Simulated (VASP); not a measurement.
# Br (P6_3/mmc) in VASP: a series of runs, part 2 of 2

VASP 6.6.1. Earlier steps stand in the parts before.

**3. Relaxation of cell and atoms, PBE**

This run uses another cell than the first one, of 26.11 Å³/atom.

INCAR

```
SYSTEM = Br
  PREC = Accurate
  ENCUT = 600
  EDIFF = 1E-6
  ISMEAR = -1
  SIGMA = 0.02
  LREAL = .False.
  LASPH = .True.
  NELM = 60
  ALGO = Normal
  ISIF = 3
  LWAVE = .False.
  LCHARG = .False.
  GGA = PE
  IBRION = 2
  NSW = 80
  EDIFFG = -0.01
```

KPOINTS

```
regular mesh
0
Gamma
  14 14 8
  0 0 0
```

POSCAR

```
Br
1.0
    3.3300000000      0.0000000000      0.0000000000
   -1.6650000000      2.8838645946      0.0000000000
    0.0000000000      0.0000000000      5.4378900000
Br
2
Direct
    0.3333333333      0.6666666667      0.2500000000
    0.6666666667      0.3333333333      0.7500000000
```

Potentials or basis: VASP PAW PBE potentials, release 64 (Br).

Command:

```console
$ cat potpaw_PBE.64/Br/POTCAR > POTCAR
$ mpirun -np 1 vasp_std > vasp.out
```

OUTCAR:

```text
SYSTEM = Br
   PREC = Accurate
   ENCUT = 600
   EDIFF = 1E-6
   ISMEAR = -1
   LREAL = .False.
   LASPH = .True.
   NELM = 60
   ISIF = 3
   GGA = PE
   IBRION = 2
   NSW = 80
   EDIFFG = -0.01

 ion  position               nearest neighbor table
   1  0.333  0.667  0.250-
   2  0.667  0.333  0.750-

  LATTYP: Found a hexagonal cell.
 ALAT       =     3.3300000000
 C/A-ratio  =     1.6330000000

  Lattice vectors:

 A1 = (   3.3300000000,   0.0000000000,   0.0000000000)
 A2 = (  -1.6650000000,   2.8838645946,   0.0000000000)
 A3 = (   0.0000000000,   0.0000000000,   5.4378900000)

Analysis of symmetry for initial positions (statically):
=====================================================================
 Subroutine PRICEL returns:
 Original cell was already a primitive cell.

 Routine SETGRP: Setting up the symmetry group for a
 hexagonal supercell.

 Subroutine GETGRP returns: Found 24 space group operations
 (whereof 12 operations were pure point group operations)
 out of a pool of 24 trial point group operations.

The static configuration has the point symmetry D_3d.
 The point group associated with its full space group is D_6h.

Analysis of symmetry for dynamics (positions and initial velocities):
=====================================================================
 Subroutine PRICEL returns:
 Original cell was already a primitive cell.

 Routine SETGRP: Setting up the symmetry group for a
 hexagonal supercell.

 Subroutine GETGRP returns: Found 24 space group operations
 (whereof 12 operations were pure point group operations)
 out of a pool of 24 trial point group operations.

The dynamic configuration has the point symmetry D_3d.
 The point group associated with its full space group is D_6h.

 Subroutine INISYM returns: Found 24 space group operations
 (whereof 12 operations are pure point group operations),
 and found     1 'primitive' translations

----------------------------------------------------------------------------------------

                                     Primitive cell

  volume of cell :      52.2215

  direct lattice vectors                    reciprocal lattice vectors
     3.330000000  0.000000000  0.000000000     0.300300300  0.173378459  0.000000000
    -1.665000000  2.883864595  0.000000000     0.000000000  0.346756918  0.000000000
     0.000000000  0.000000000  5.437890000     0.000000000  0.000000000  0.183894856

  length of vectors
     3.330000000  3.330000000  5.437890000     0.346756918  0.346756918  0.183894856

  position of ions in fractional coordinates (direct lattice)
     0.333333333  0.666666667  0.250000000
     0.666666667  0.333333333  0.750000000

  ion indices of the primitive-cell ions
   primitive index   ion index
                 1           1
                 2           2

----------------------------------------------------------------------------------------

 KPOINTS: regular mesh

Automatic generation of k-mesh.
 Grid dimensions read from file:
 generate k-points for:   14   14    8

[... 50 lines left out ...]
   ions per type =               2
   NGX,Y,Z   is equivalent  to a cutoff of  13.98, 13.98, 14.67 a.u.
   NGXF,Y,Z  is equivalent  to a cutoff of  27.96, 27.96, 29.35 a.u.
 SYSTEM =  Br
   PREC   = accura    normal or accurate (medium, high low for compatibility)
   ISTART =      0    job   : 0-new  1-cont  2-samecut
   ICHARG =      2    charge: 1-file 2-atom 10-const
   ISPIN  =      1    spin polarized calculation?
   LNONCOLLINEAR =      F non collinear calculations
   LSORBIT =      F    spin-orbit coupling
   LASPH  =      T    aspherical Exc in radial PAW
   ENCUT  =  600.0 eV  44.10 Ry    6.64 a.u.   6.65  6.65 10.86*2*pi/ulx,y,z
   NELM   =     60;   NELMIN=  2; NELMDL= -5     # of ELM steps
   EDIFF  = 0.1E-05   stopping-criterion for ELM
   LREAL  =      F    real-space projection
   EDIFFG = -.1E-01   stopping-criterion for IOM
   NSW    =     80    number of steps for IOM
   IBRION =      2    ionic relax: 0-MD 1-quasi-New 2-CG
   NFREE  =      1    steps in history (QN), initial steepest desc. (CG)
   ISIF   =      3    stress and relaxation
   ISYM   =      2    0-nonsym 1-usesym 2-fastsym
   POTIM  = 0.5000    time-step for ionic-motion
   TEBEG  =    0.0;   TEEND  =   0.0 temperature during run
   PSTRESS=    0.0 pullay stress
   NELECT =      14.0000    total number of electrons
   NUPDOWN=      -1.0000    fix difference up-down
   EMIN   =  10.00;   EMAX   =-10.00  energy-range for DOS
   EFERMI =   0.00;   METHOD = LEGACY
   ISMEAR =    -1;   SIGMA  =   0.02  broadening in eV -4-tet -1-fermi 0-gaus
   EFERMI_NEDOS =   21; number of points for ismear=-14 and -15
   IALGO  =     38    algorithm
   IMIX   =      4    mixing-type and parameters
     AMIX     =   0.40;   BMIX     =  1.00
     AMIX_MAG =   1.60;   BMIX_MAG =  1.00
  volume/ion in A,a.u.               =      26.11       176.20
  Fermi-wavevector in a.u.,A,eV,Ry     =   1.055604  1.994802 15.160968  1.114300
  Thomas-Fermi vector in A             =   2.190808
   LORBIT       =      0    0 simple, 1 ext, 2 COOP (PROOUT), +10 PAW based schemes
   GGA     = PE    functional components
   LHFCALC =     F    Hartree Fock is set to
   AEXX    =    0.0000 exact exchange contribution
   IVDW    =     0    specifies the selected vdW correction
   LEPSILON=     F    determine dielectric tensor
   LRPA    =     F    only Hartree local field effects (RPA)
 conjugate gradient relaxation of ions
 non-spin polarized calculation
  energy-cutoff  :      600.00
  volume of cell :       52.22
 maximum number of plane-waves:      1768
 NGX is ok and might be reduce to    28
   NGX = 13   NGY = 13   NGZ = 21

--------------------------------------- Ionic step        1  -------------------------------------------

 number of electron      13.9999999 magnetization

 Free energy of the ion-electron system (eV)
  ---------------------------------------------------
  ext. energy  EPLUGINS =         0.00000000
  ---------------------------------------------------
  free energy    TOTEN  =        -1.89570315 eV

  energy without entropy =       -1.88998030  energy(sigma->0) =       -1.89284172

------------------------ aborting loop because EDIFF is reached ----------------------------------------

  FORCE on cell =-STRESS in cart. coord.  units (eV):
  Direction    XX          YY          ZZ          XY          YZ          ZX
  --------------------------------------------------------------------------------------
  -------------------------------------------------------------------------------------
  Total        0.2079918      0.2079918      0.1890863      0.0000000      0.0000000      0.0000000
  in kB        6.3812718      6.3812718      5.8012448      0.0000000      0.0000000      0.0000000
  external PRESSURE =       6.1879295 kB  Pullay stress =       0.0000000 kB
[... 59 lines left out ...]
--------------------------------------- Ionic step        3  -------------------------------------------

 number of electron      14.0000000 magnetization

 Free energy of the ion-electron system (eV)
  ---------------------------------------------------
  ext. energy  EPLUGINS =         0.00000000
  ---------------------------------------------------
  free energy    TOTEN  =        -1.89784118 eV

  energy without entropy =       -1.89181729  energy(sigma->0) =       -1.89482924

 E-fermi :   1.4041     XC(G=0):  -9.2585

 val. band max:        1.4028973405   @ k =   0.3571   0.2857   0.5000
 cond. band min:       1.4066659419   @ k =   0.4286   0.0714   0.1250
 fundamental gap:      0.0037686014
 Fermi energy:         1.4040736716

 k-point     1 :       0.0000    0.0000    0.0000
  band No.  band energies     occupation
      1     -13.7792      2.00000
      2     -12.4435      2.00000
      3      -2.9928      2.00000
      4       1.6284      0.00003
      5       1.6284      0.00003
      6       2.2523      0.00000
      7       2.2523      0.00000
      8       2.2917      0.00000
      9       9.3429      0.00000
     10       9.7214      0.00000
     11      13.7209      0.00000
[... 309 lines left out ...]
 k-point    24 :       0.3571    0.2857    0.0000
  band No.  band energies     occupation
      1     -12.1731      2.00000
      2     -12.0506      2.00000
      3      -2.0661      2.00000
      4      -1.1736      2.00000
      5      -1.1464      2.00000
      6      -0.1905      2.00000
      7      -0.1408      2.00000
      8       0.2318      2.00000
      9       8.8779      0.00000
     10      12.6825      0.00000
     11      13.4193      0.00000

 [... further k-points ...]

------------------------ aborting loop because EDIFF is reached ----------------------------------------

  FORCE on cell =-STRESS in cart. coord.  units (eV):
  Direction    XX          YY          ZZ          XY          YZ          ZX
  --------------------------------------------------------------------------------------
  -------------------------------------------------------------------------------------
  Total        0.0137434      0.0137434     -0.0127333      0.0000000      0.0000000      0.0000000
  in kB        0.4130152      0.4130152     -0.3826594      0.0000000      0.0000000      0.0000000
  external PRESSURE =       0.1477903 kB  Pullay stress =       0.0000000 kB
[... 17 lines left out ...]
  FREE ENERGIE OF THE ION-ELECTRON SYSTEM (eV)
  ---------------------------------------------------
  free  energy   TOTEN  =        -1.8978411819 eV

  energy  without entropy=       -1.8918172884  energy(sigma->0) =       -1.89482924

 reached required accuracy - stopping structural energy minimisation
```

Wall time 1.9 min (1 thread of Intel Xeon 8259CL, shared host); peak memory 0.24 GiB.

What came out:

```
Free energy                           : -1.8978 eV
Relaxed volume                        : 26.66 Å³/atom
Relaxed cell                          : a = 3.354 Å, b = 3.354 Å, c = 5.473 Å, α = 90.00°, β = 90.00°, γ = 120.00°
Space group after relaxing (to 0.1 Å) : P6_3/mmc (No. 194)
Energy gained by relaxing             : 1.1 meV/atom
Ionic steps                           : 3
Pressure after relaxing               : 0.0 GPa
Band gap on the k mesh                : zero (bands 7 and 8 overlap by 2.02 eV)
```

The path:
```tsv
step	energy change (eV)	largest force (eV/Å)	pressure (GPa)	volume (Å³)
1	0.0000	0.0000	0.62	52.22
2	-0.0019	0.0000	0.18	52.99
3	-0.0021	0.0000	0.01	53.31
```

Final structure:
```
Br
1.0
     3.35377    0.00000    0.00000
    -1.67689    2.90445    0.00000
     0.00000    0.00000    5.47318
Br
2
Direct
  0.33333 0.66667 0.25000
  0.66667 0.33333 0.75000
```
